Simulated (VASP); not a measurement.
# CaZn23S24 (a cell with a defect) in VASP: a series of runs

CaZn23S24 (a cell with a defect) is run at these levels: PBE; tasks: single point.

Program: VASP 6.6.1. These are calculated values, not measurements. Logs are shortened: lines on timing, memory, paths and dates and some standing lists are left out, and cuts for length are marked.

## Step 1: The cell of the first run

The cell holds a defect, 48 atoms: a = 7.616 Å, b = 7.616 Å, c = 18.679 Å, α = 90.00°, β = 90.00°, γ = 120.00°.

## Step 2: Single point, PBE

The input, INCAR:

```
ALGO = Normal ; EDIFF = 1E-6
ENCUT = 520 ; GGA = PE
ISIF = 2 ; ISMEAR = -1
LASPH = True ; LCHARG = False
LREAL = Auto ; LWAVE = False
NBANDS = 245 ; NELM = 100
PREC = Accurate ; SIGMA = 0.01
```

The input, KPOINTS:

```
k-points
0
Gamma
  3 3 1
```

The input, POSCAR:

```
CaZn23S24
1.0
    7.6159237572      0.0000000000      0.0000000000
   -3.8079618786      6.5955834470      0.0000000000
    0.0000000000      0.0000000000     18.6787437300
Zn Ca S
23 1 24
Direct
    0.1616772095      0.3383227905      0.8383569571
    0.1616772095      0.8233544190      0.8383569571
    0.6766455810      0.3383227905      0.8383569571
    0.6666666667      0.8333333333      0.8326129533
    0.3333333333      0.1666666667      0.3335614503
    0.3321175657      0.6660587829      0.3304895998
    0.8339412171      0.1678824343      0.3304895998
    0.8339412171      0.6660587829      0.3304895998
    0.3341195636      0.6670597818      0.6648675261
    0.8329402182      0.1658804364      0.6648675261
    0.8329402182      0.6670597818      0.6648675261
    0.1680967599      0.3319032401      0.1667638863
    0.1680967599      0.8361935199      0.1667638863
    0.6638064801      0.3319032401      0.1667638863
    0.6666666667      0.8333333333      0.1665193696
   -0.0047002723     -0.0023501361      0.4951225484
    0.0000000000      0.5000000000      0.4985152220
    0.5023501361     -0.0023501361      0.4951225484
    0.5023501361      0.5047002723      0.4951225484
   -0.0006786370     -0.0003393185      1.0002410674
    0.0000000000      0.5000000000      1.0065066940
    0.5003393185     -0.0003393185      1.0002410674
    0.5003393185      0.5006786370      1.0002410674
    0.3333333333      0.1666666667      0.6757193724
    0.1638732354      0.3361267646      0.9623306095
    0.1638732354      0.8277464708      0.9623306095
    0.6722535292      0.3361267646      0.9623306095
    0.6666666667      0.8333333333      0.9573333088
    0.3333333333      0.1666666667      0.4576106112
    0.3305306375      0.6652653187      0.4545511054
    0.8347346813      0.1694693625      0.4545511054
    0.8347346813      0.6652653187      0.4545511054
    0.3333333333      0.1666666667      0.8143269165
    0.3322320963      0.6661160482      0.7907648339
    0.8338839518      0.1677679037      0.7907648339
    0.8338839518      0.6661160482      0.7907648339
    0.1676999461      0.3323000539      0.2907913574
    0.1676999461      0.8353998922      0.2907913574
    0.6646001078      0.3323000539      0.2907913574
    0.6666666667      0.8333333333      0.2906234882
   -0.0216668842     -0.0108334421      0.6184657744
    0.0000000000      0.5000000000      0.6238941717
    0.5108334421     -0.0108334421      0.6184657744
    0.5108334421      0.5216668842      0.6184657744
   -0.0006307654     -0.0003153827      0.1249832745
    0.0000000000      0.5000000000      0.1295987414
    0.5003153827     -0.0003153827      0.1249832745
    0.5003153827      0.5006307654      0.1249832745
```

Potentials or basis: VASP PAW PBE potentials, release 64 (Zn, Ca_sv, S).

Command:

```sh
cat potpaw_PBE.64/Zn/POTCAR potpaw_PBE.64/Ca_sv/POTCAR potpaw_PBE.64/S/POTCAR > POTCAR
mpirun -np 1 vasp_std > vasp.out
```

OUTCAR:

```text
EDIFF = 1E-6
   ENCUT = 520
   GGA = PE
   ISIF = 2
   ISMEAR = -1
   LASPH = True
   LREAL = Auto
   NELM = 100
   PREC = Accurate

 ion  position               nearest neighbor table
   1  0.162  0.338  0.838-  33 2.31  25 2.32  34 2.34  35 2.34
   2  0.162  0.823  0.838-  33 2.31  26 2.32  34 2.34  36 2.34
   3  0.677  0.338  0.838-  33 2.31  27 2.32  35 2.34  36 2.34
   4  0.667  0.833  0.833-  28 2.33  36 2.34  35 2.34  34 2.34
   5  0.333  0.167  0.334-  29 2.32  37 2.33  38 2.33  39 2.33
   6  0.332  0.666  0.330-  30 2.32  38 2.32  37 2.32  40 2.33
[... 40 lines left out ...]
  47  0.500  1.000  0.125-  14 2.33  13 2.33  15 2.33  22 2.33
  48  0.500  0.501  0.125-  14 2.33  12 2.33  15 2.33  23 2.33

  LATTYP: Found a hexagonal cell.
 ALAT       =     7.6159237572
 C/A-ratio  =     2.4525906936

  Lattice vectors:

 A1 = (   7.6159237572,   0.0000000000,   0.0000000000)
 A2 = (  -3.8079618786,   6.5955834470,   0.0000000000)
 A3 = (   0.0000000000,   0.0000000000,  18.6787437300)

Analysis of symmetry for initial positions (statically):
=====================================================================
 Subroutine PRICEL returns:
 Original cell was already a primitive cell.

 Routine SETGRP: Setting up the symmetry group for a
 hexagonal supercell.

 Subroutine GETGRP returns: Found  6 space group operations
 (whereof  2 operations were pure point group operations)
 out of a pool of 24 trial point group operations.

The static configuration has the point symmetry C_1h.
 The point group associated with its full space group is C_3v.

Analysis of symmetry for dynamics (positions and initial velocities):
=====================================================================
 Subroutine PRICEL returns:
 Original cell was already a primitive cell.

 Routine SETGRP: Setting up the symmetry group for a
 hexagonal supercell.

 Subroutine GETGRP returns: Found  6 space group operations
 (whereof  2 operations were pure point group operations)
 out of a pool of 24 trial point group operations.

The dynamic configuration has the point symmetry C_1h.
 The point group associated with its full space group is C_3v.

 Subroutine INISYM returns: Found  6 space group operations
 (whereof  2 operations are pure point group operations),
 and found     1 'primitive' translations

----------------------------------------------------------------------------------------

                                     Primitive cell

  volume of cell :     938.2606

  direct lattice vectors                    reciprocal lattice vectors
     7.615923757  0.000000000  0.000000000     0.131303835  0.075808305  0.000000000
    -3.807961879  6.595583447  0.000000000     0.000000000  0.151616610  0.000000000
     0.000000000  0.000000000 18.678743730     0.000000000  0.000000000  0.053536791

  length of vectors
     7.615923757  7.615923757 18.678743730     0.151616610  0.151616610  0.053536791

  position of ions in fractional coordinates (direct lattice)
     0.161677209  0.338322791  0.838356957
     0.161677209  0.823354419  0.838356957
     0.676645581  0.338322791  0.838356957
     0.666666667  0.833333333  0.832612953
     0.333333333  0.166666667  0.333561450
     0.332117566  0.666058783  0.330489600
[... 40 lines left out ...]
     0.500315383  0.999684617  0.124983275
     0.500315383  0.500630765  0.124983275

  ion indices of the primitive-cell ions
   primitive index   ion index
                 1           1
                 2           2
                 3           3
                 4           4
                 5           5
                 6           6
[... 40 lines left out ...]
                47          47
                48          48

----------------------------------------------------------------------------------------

 KPOINTS: k-points

Automatic generation of k-mesh.
 Grid dimensions read from file:
 generate k-points for:    3    3    1

 Generating k-lattice:

  Cartesian coordinates                     Fractional coordinates (reciprocal lattice)
     0.043767945  0.025269435  0.000000000     0.333333333  0.000000000  0.000000000
     0.000000000  0.050538870  0.000000000     0.000000000  0.333333333  0.000000000
     0.000000000  0.000000000  0.053536791     0.000000000  0.000000000  1.000000000

  Length of vectors
     0.050538870  0.050538870  0.053536791

  Shift w.r.t. Gamma in fractional coordinates (k-lattice)
     0.000000000  0.000000000  0.000000000

 Subroutine IBZKPT returns following result:
 ===========================================

 Found      3 irreducible k-points:

 Following reciprocal coordinates:
            Coordinates               Weight
  0.000000  0.000000  0.000000      1.000000
  0.333333 -0.000000  0.000000      6.000000
  0.333333  0.333333  0.000000      2.000000
   k-points           NKPTS =      3   k-points in BZ     NKDIM =      3   number of bands    NBANDS=    245
[... 20 lines left out ...]
   NSW    =      0    number of steps for IOM
   IBRION =     -1    ionic relax: 0-MD 1-quasi-New 2-CG
   NFREE  =      0    steps in history (QN), initial steepest desc. (CG)
   ISIF   =      2    stress and relaxation
   ISYM   =      2    0-nonsym 1-usesym 2-fastsym
   POTIM  = 0.5000    time-step for ionic-motion
   TEBEG  =    0.0;   TEEND  =   0.0 temperature during run
   PSTRESS=    0.0 pullay stress
   NELECT =     430.0000    total number of electrons
   NUPDOWN=      -1.0000    fix difference up-down
   EMIN   =  10.00;   EMAX   =-10.00  energy-range for DOS
   EFERMI =   0.00;   METHOD = LEGACY
   ISMEAR =    -1;   SIGMA  =   0.01  broadening in eV -4-tet -1-fermi 0-gaus
   EFERMI_NEDOS =   21; number of points for ismear=-14 and -15
   IALGO  =     38    algorithm
   IMIX   =      4    mixing-type and parameters
     AMIX     =   0.40;   BMIX     =  1.00
     AMIX_MAG =   1.60;   BMIX_MAG =  1.00
  volume/ion in A,a.u.               =      19.55       131.91
  Fermi-wavevector in a.u.,A,eV,Ry     =   1.262185  2.385185 21.675605  1.593112
  Thomas-Fermi vector in A             =   2.395606
   LORBIT       =      0    0 simple, 1 ext, 2 COOP (PROOUT), +10 PAW based schemes
   GGA     = PE    functional components
   LHFCALC =     F    Hartree Fock is set to
   AEXX    =    0.0000 exact exchange contribution
   IVDW    =     0    specifies the selected vdW correction
   LEPSILON=     F    determine dielectric tensor
   LRPA    =     F    only Hartree local field effects (RPA)
 non-spin polarized calculation
  energy-cutoff  :      520.00
  volume of cell :      938.26
 maximum number of plane-waves:     25356
 NGX is ok and might be reduce to    60
   NGX = 29   NGY = 29   NGZ = 69

 number of electron     430.0000106 magnetization

 Free energy of the ion-electron system (eV)
  ---------------------------------------------------
  ext. energy  EPLUGINS =         0.00000000
  ---------------------------------------------------
  free energy    TOTEN  =      -166.11174812 eV

  energy without entropy =     -166.11174812  energy(sigma->0) =     -166.11174812

 E-fermi :   2.5679     XC(G=0):  -9.6740

 val. band max:        2.2776133820   @ k =   0.0000   0.0000   0.0000
 cond. band min:       4.4965798928   @ k =   0.0000   0.0000   0.0000
 fundamental gap:      2.2189665108
 Fermi energy:         2.5679378818

 k-point     1 :       0.0000    0.0000    0.0000
  band No.  band energies     occupation
      1     -36.7444      2.00000
      2     -17.8990      2.00000
      3     -17.8990      2.00000
      4     -17.8640      2.00000
      5     -10.9383      2.00000
      6     -10.7526      2.00000
[... 219 lines left out ...]
    226       5.7877      0.00000
    227       5.8285      0.00000

 k-point     2 :       0.3333   -0.0000    0.0000
  band No.  band energies     occupation
      1     -36.7444      2.00000
      2     -17.8993      2.00000
      3     -17.8991      2.00000
      4     -17.8640      2.00000
      5     -10.7543      2.00000
      6     -10.5822      2.00000
[... 219 lines left out ...]
    226       6.4769      0.00000
    227       6.5180      0.00000

 k-point     3 :       0.3333    0.3333    0.0000
  band No.  band energies     occupation
      1     -36.7444      2.00000
      2     -17.8994      2.00000
      3     -17.8992      2.00000
      4     -17.8640      2.00000
      5     -10.4644      2.00000
      6     -10.4371      2.00000
[... 219 lines left out ...]
    226       6.8352      0.00000
    227       6.8422      0.00000
 [bands above 227 left out]

------------------------ aborting loop because EDIFF is reached ----------------------------------------

  FORCE on cell =-STRESS in cart. coord.  units (eV):
  Direction    XX          YY          ZZ          XY          YZ          ZX
  --------------------------------------------------------------------------------------
  -------------------------------------------------------------------------------------
  Total       22.3508467     22.3508467     24.6081257     -0.0000000     -0.0000000      0.0000000
  in kB       38.1663907     38.1663907     42.0209289     -0.0000000     -0.0000000      0.0000000
  external PRESSURE =      39.4512368 kB  Pullay stress =       0.0000000 kB

 VOLUME and BASIS-vectors are now :
 -----------------------------------------------------------------------------
  energy-cutoff  :      520.00
  volume of cell :      938.26
      direct lattice vectors                 reciprocal lattice vectors
     7.615923757  0.000000000  0.000000000     0.131303835  0.075808305  0.000000000
    -3.807961879  6.595583447  0.000000000     0.000000000  0.151616610  0.000000000
     0.000000000  0.000000000 18.678743730     0.000000000  0.000000000  0.053536791

 POSITION                                       TOTAL-FORCE (eV/Angst)
 -----------------------------------------------------------------------------------
     -0.05700      2.23144     15.65945        -0.001887      0.001089     -0.004070
     -1.90398      5.43050     15.65945         0.000000     -0.002179     -0.004070
      3.86496      2.23144     15.65945         0.001887      0.001089     -0.004070
      1.90398      5.49632     15.55216         0.000000      0.000000     -0.003118
      1.90398      1.09926      6.23051         0.000000     -0.000000     -0.013607
     -0.00694      4.39305      6.17313         0.000567      0.000327     -0.003300
[... 40 lines left out ...]
      0.00360      6.59350      2.33453         0.000341     -0.000197      0.001763
      1.90398      3.30195      2.33453         0.000000      0.000394      0.001763
 -----------------------------------------------------------------------------------
    total drift:                                0.000003     -0.000008      0.004298

  FREE ENERGIE OF THE ION-ELECTRON SYSTEM (eV)
  ---------------------------------------------------
  free  energy   TOTEN  =      -166.1117481245 eV

  energy  without entropy=     -166.1117481245  energy(sigma->0) =     -166.11174812
```

It took 17 min on 1 thread of Intel Xeon 6975P-C (Granite Rapids), shared host; peak memory 1.2 GiB.

What came out:

```
Free energy            : -166.1117 eV
Pressure               : 3.9 GPa
Largest force          : 0.026 eV/Å
Band gap on the k mesh : 2.22 eV
```

Forces on the atoms (eV/Å):
```
Zn  -0.002  0.001 -0.004
Zn   0.000 -0.002 -0.004
Zn   0.002  0.001 -0.004
Zn   0.000  0.000 -0.003
Zn   0.000  0.000 -0.014
Zn   0.001  0.000 -0.003
Zn   0.000 -0.001 -0.003
Zn  -0.001  0.000 -0.003
Zn  -0.002 -0.001  0.014
Zn   0.000  0.003  0.014
Zn   0.002 -0.001  0.014
Zn  -0.001  0.001 -0.001
Zn   0.000 -0.001 -0.001
Zn   0.001  0.001 -0.001
Zn   0.000  0.000  0.001
Zn   0.006  0.004 -0.003
Zn   0.000  0.000  0.003
Zn  -0.006  0.004 -0.003
Zn   0.000 -0.007 -0.003
Zn   0.002  0.001 -0.006
Zn   0.000  0.000  0.002
Zn  -0.002  0.001 -0.006
Zn   0.000 -0.002 -0.006
Ca   0.000  0.000  0.017
S   -0.001  0.000  0.000
S    0.000 -0.001  0.000
S    0.001  0.000  0.000
S    0.000  0.000 -0.003
S    0.000  0.000  0.017
S    0.000  0.000  0.000
S    0.000  0.000  0.000
S    0.000  0.000  0.000
S    0.000  0.000  0.012
S    0.001  0.001 -0.010
S    0.000 -0.001 -0.010
S   -0.001  0.001 -0.010
S   -0.003  0.002  0.004
S    0.000 -0.003  0.004
S    0.003  0.002  0.004
S    0.000  0.000  0.003
S   -0.021 -0.012 -0.008
S    0.000  0.000 -0.003
S    0.021 -0.012 -0.008
S    0.000  0.024 -0.008
S    0.000  0.000  0.002
S    0.000  0.000  0.015
S    0.000  0.000  0.002
S    0.000  0.000  0.002
```

Stress tensor (GPa, compression positive):
```
3.82 0.00 0.00
0.00 3.82 0.00
0.00 0.00 4.20
```

Levels at points of the mesh, in eV from the valence-band top:
```tsv
k point	band 213	band 214	band 215	band 216	band 217	band 218
(0.00, 0.00, 0.00)	-0.03	0.00	0.00	2.22	3.19	3.24
```

## Step 3: Single point, PBE

The input, INCAR:

```
SYSTEM = CaZn23S24
PREC = Accurate ; ENCUT = 520
EDIFF = 1E-6 ; ISMEAR = -1
SIGMA = 0.01 ; LREAL = Auto
LASPH = .True. ; NELM = 100
ALGO = Normal ; ISIF = 2
LWAVE = .False. ; LCHARG = .False.
GGA = PE ; NBANDS = 245
```

The input, KPOINTS:

```
Automatic mesh
0
Gamma
  3 3 1
  0 0 0
```

The input, POSCAR:

```
CaZn23S24
1.0
    7.6159237572      0.0000000000      0.0000000000
   -3.8079618786      6.5955834470      0.0000000000
    0.0000000000      0.0000000000     18.6787437300
Zn Ca S
23 1 24
Direct
    0.1666666667      0.3333333333      0.8332648200
    0.1666666667      0.8333333333      0.8332648200
    0.6666666667      0.3333333333      0.8332648200
    0.6666666667      0.8333333333      0.8332648200
    0.3333333333      0.1666666667      0.3332648200
    0.3333333333      0.6666666667      0.3332648200
    0.8333333333      0.1666666667      0.3332648200
    0.8333333333      0.6666666667      0.3332648200
    0.3333333333      0.6666666667      0.6668637300
    0.8333333333      0.1666666667      0.6668637300
    0.8333333333      0.6666666667      0.6668637300
    0.1666666667      0.3333333333      0.1668637300
    0.1666666667      0.8333333333      0.1668637300
    0.6666666667      0.3333333333      0.1668637300
    0.6666666667      0.8333333333      0.1668637300
    0.0000000000      0.0000000000      0.4999412100
    0.0000000000      0.5000000000      0.4999412100
    0.5000000000      0.0000000000      0.4999412100
    0.5000000000      0.5000000000      0.4999412100
    0.0000000000      0.0000000000      0.9999412100
    0.0000000000      0.5000000000      0.9999412100
    0.5000000000      0.0000000000      0.9999412100
    0.5000000000      0.5000000000      0.9999412100
    0.3333333333      0.1666666667      0.6668637300
    0.1666666667      0.3333333333      0.9581155900
    0.1666666667      0.8333333333      0.9581155900
    0.6666666667      0.3333333333      0.9581155900
    0.6666666667      0.8333333333      0.9581155900
    0.3333333333      0.1666666667      0.4581155900
    0.3333333333      0.6666666667      0.4581155900
    0.8333333333      0.1666666667      0.4581155900
    0.8333333333      0.6666666667      0.4581155900
    0.3333333333      0.1666666667      0.7917082100
    0.3333333333      0.6666666667      0.7917082100
    0.8333333333      0.1666666667      0.7917082100
    0.8333333333      0.6666666667      0.7917082100
    0.1666666667      0.3333333333      0.2917082100
    0.1666666667      0.8333333333      0.2917082100
    0.6666666667      0.3333333333      0.2917082100
    0.6666666667      0.8333333333      0.2917082100
    0.0000000000      0.0000000000      0.6251074300
    0.0000000000      0.5000000000      0.6251074300
    0.5000000000      0.0000000000      0.6251074300
    0.5000000000      0.5000000000      0.6251074300
    0.0000000000      0.0000000000      0.1251074300
    0.0000000000      0.5000000000      0.1251074300
    0.5000000000      0.0000000000      0.1251074300
    0.5000000000      0.5000000000      0.1251074300
```

Potentials or basis: VASP PAW PBE potentials, release 64 (Zn, Ca_sv, S).

Command:

```sh
cat potpaw_PBE.64/Zn/POTCAR potpaw_PBE.64/Ca_sv/POTCAR potpaw_PBE.64/S/POTCAR > POTCAR
mpirun -np 1 vasp_std > vasp.out
```

Run time: 17 min. Hardware: 1 thread of Intel Xeon 6975P-C (Granite Rapids), shared host; peak memory 1.2 GiB.

Results (log left out):

| Item | Value |
| --- | --- |
| Free energy | -164.6336 eV |
| Pressure | 4.4 GPa |
| Largest force | 3.347 eV/Å |
| Band gap on the k mesh | 2.26 eV |

Forces in eV/Å, atoms in the order of the input:
```
Zn   0.036 -0.021  0.091
Zn   0.000  0.042  0.091
Zn  -0.036 -0.021  0.091
Zn   0.000  0.000  0.020
Zn   0.000  0.000 -0.032
Zn  -0.002 -0.001  0.007
Zn   0.000  0.002  0.007
Zn   0.002 -0.001  0.007
Zn   0.123  0.071 -0.092
Zn   0.000 -0.142 -0.092
Zn  -0.123  0.071 -0.092
Zn  -0.002  0.001 -0.003
Zn   0.000 -0.003 -0.003
Zn   0.002  0.001 -0.003
Zn   0.000  0.000  0.001
Zn  -0.104 -0.060  0.052
Zn   0.000  0.000 -0.024
Zn   0.104 -0.060  0.052
Zn   0.000  0.120  0.052
Zn   0.009  0.005  0.006
Zn   0.000  0.000  0.014
Zn  -0.009  0.005  0.006
Zn   0.000 -0.010  0.006
Ca   0.000  0.000 -0.103
S   -0.024  0.014  0.010
S    0.000 -0.027  0.010
S    0.024  0.014  0.010
S    0.000  0.000 -0.012
S    0.000  0.000  0.018
S   -0.013 -0.008 -0.013
S    0.000  0.015 -0.013
S    0.013 -0.008 -0.013
S    0.000  0.000  3.347
S   -0.005 -0.003 -0.015
S    0.000  0.006 -0.015
S    0.005 -0.003 -0.015
S    0.002 -0.001 -0.007
S    0.000  0.003 -0.007
S   -0.002 -0.001 -0.007
S    0.000  0.000 -0.011
S   -2.679 -1.547 -1.109
S    0.000  0.000  0.011
S    2.679 -1.547 -1.109
S    0.000  3.094 -1.109
S    0.000  0.000 -0.005
S    0.000  0.000  0.007
S    0.000  0.000 -0.005
S    0.000  0.000 -0.005
```

Levels at points of the mesh, in eV from the valence-band top:
| k point | band 211 | band 212 | band 213 | band 214 | band 215 | band 216 | band 217 | band 218 | band 219 | band 220 |
| --- | --- | --- | --- | --- | --- | --- | --- | --- | --- | --- |
| (0.00, 0.00, 0.00) | -0.20 | -0.20 | -0.05 | 0.00 | 0.00 | 2.26 | 3.25 | 3.28 | 3.40 | 3.42 |
